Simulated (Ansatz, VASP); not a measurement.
# AlCo: VASP beside Ansatz

File INCAR:

```
SYSTEM = AlCo
PREC = Accurate ; ENCUT = 520
EDIFF = 1E-6 ; ISMEAR = -1
SIGMA = 0.08 ; LREAL = .FALSE.
LASPH = .TRUE. ; NELM = 80
ALGO = Normal ; ISIF = 2
LWAVE = .FALSE. ; LCHARG = .FALSE.
GGA = PE ; NBANDS = 13
```

Contents of KPOINTS:

```
regular mesh
0
G
  14 14 14
  0 0 0
```

POSCAR

```
AlCo
1.0
    2.7333880614      0.0000000000      0.0000000000
    0.0000000000      2.7333880614      0.0000000000
    0.0000000000      0.0000000000      2.7333880614
Co Al
1 1
Direct
    0.0000000000      0.0000000000      0.0000000000
    0.5000000000      0.5000000000      0.5000000000
```

Input for Ansatz:

```yaml
crystal:
  lattice:
    - [2.7333880614, 0.0, 0.0]
    - [0.0, 2.7333880614, 0.0]
    - [0.0, 0.0, 2.7333880614]
  atoms:
    - { symbol: Co, position: [0.0, 0.0, 0.0] }
    - { symbol: Al, position: [0.5, 0.5, 0.5] }
kpoints:
  mp_grid: { grid: [14, 14, 14] }
scf:
  occupations: { method: fermi_dirac, width: 0.08 }
hamiltonian:
  xc: pbe
  pseudopotentials: { kind: paw }
output:
  forces: true
  stress: true
  eigenvalues: true
  populations: true
```

Change from the starting cell: volume scaled by 0.88, PAW files.

Alike in both runs: task single point; functional PBE; k mesh 14 × 14 × 14; occupations fermi-dirac, width 0.08 eV; no spin polarisation.

```csv
,VASP,Ansatz
version,VASP 6.6.1,Ansatz 0.2.0
potentials or method,"VASP PAW PBE potentials, release 64 (Co, Al)","PAW with Ansatz's default frozen-core files, scalar-relativistic"
plane-wave cutoff (eV),520,420
valence electrons in the cell,12,20
```

Ansatz gave:

- pressure (GPa): 30.0

Task: Which values does VASP return?

Result: Pressure (GPa): 29.9.

Both programs put the cell under a high pressure, so it lies far from rest at this level. VASP's potentials hold 12 valence electrons a cell and Ansatz's 20, so a difference there can come from the potentials and not from the codes.
